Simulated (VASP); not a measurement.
Set up this calculation in VASP 6.6.1, as the native input.

- Task: single point
- Functional: PBE
- Dispersion: D3(BJ)
- Potentials or basis: VASP PAW PBE potentials, release 64 (O_h, C_h, H_h)
- Cutoff: 1000 eV
- k mesh: 1 × 1 × 1
- Occupations: fermi-dirac, width 0.02 eV
- Spin: no spin polarisation
- Dipole correction: no
- Further INCAR settings: LREAL = Auto; ALGO = Normal; EDIFF = 1e-06; NBANDS = 57

The structure of H6C3O lies in POSCAR:

```
H6C3O
1.0
    7.5419870000      0.0000000000      0.0000000000
    0.0000000000      7.5419870000      0.0000000000
    0.0000000000      0.0000000000      7.5419870000
O C H
3 9 18
Direct
   -0.0365421374      0.9325468768      0.7283886210
    0.2278599767      0.4276060907      0.2334675867
    0.7763909720      0.6564136914      1.1932073521
    0.0397648738      0.8483030295      0.6146963653
    0.2533508865      0.2706617402      0.2090725158
    0.7908074544      0.6412610299      1.0337377902
    0.6834883805      0.2047777772      0.4885835642
    0.6993347463      0.1906140117      0.3129818898
    0.4723114636      0.7320544187      0.7070994154
    0.4974365616      0.7021146803      0.5346556080
    0.0884225218      0.3626704301      0.8114342331
    0.1583207262      0.3417846285      0.6503065089
    0.1297632239      0.9124893445      0.5167499347
    0.0256708138      0.7014373699      0.6010205914
    0.2908554670      0.1783181584      0.3183957998
    0.2439047667      0.2121781994      0.0733236144
    0.8554077346      0.7443713604      0.9493488097
    0.7371850443      0.5230675918      0.9619381974
    0.6840413851      0.3340879587      0.5535417738
    0.6706425930      0.0884883275      0.5734580445
    0.7132057797      0.3084809226      0.2301986746
    0.7004757729      0.0616222447      0.2473628508
    0.5625505329      0.8158076904      0.7830831724
    0.3608738680      0.6744266770      0.7792634915
    0.6110374377      0.7568275015      0.4637632795
    0.4067565724      0.6202353314      0.4568574011
   -0.0374407344      0.3004852794      0.8466118385
    0.1522844026      0.4434879127      0.9133757917
    0.0897883820      0.2649157144      0.5487132403
    0.2844885317      0.4010617103      0.6129872433
```

The input as run:

INCAR

```
SYSTEM = H6C3O
ALGO = Normal ; EDIFF = 1E-6
ENCUT = 1000 ; GGA = PE
GGA_COMPAT = .FALSE. ; ISIF = 2
ISMEAR = -1 ; IVDW = 12
LASPH = .TRUE. ; LCHARG = .FALSE.
LREAL = Auto ; LWAVE = .FALSE.
NBANDS = 57 ; NELM = 120
PREC = Accurate ; SIGMA = 0.02
```

KPOINTS

```
k-points
0
G
  1 1 1
  0 0 0
```

Potentials or basis: VASP PAW PBE potentials, release 64 (O_h, C_h, H_h).

Run with:

```bash
$ cat potpaw_PBE.64/O_h/POTCAR potpaw_PBE.64/C_h/POTCAR potpaw_PBE.64/H_h/POTCAR > POTCAR
$ mpirun -np 1 vasp_gam > vasp.out
```

It gave:

```
Pressure                   : -0.3 GPa
Largest force              : 0.191 eV/Å
Dispersion energy per atom : -0.037 eV
```

Caveat: the k points lie up to 0.83 Å⁻¹ apart, too coarse for converged energies, forces and pressures.

Wall time 78 s on 1 thread of Intel(R) Xeon(R) 6975P-C (Granite Rapids), on a shared host, peak memory 0.91 GiB.
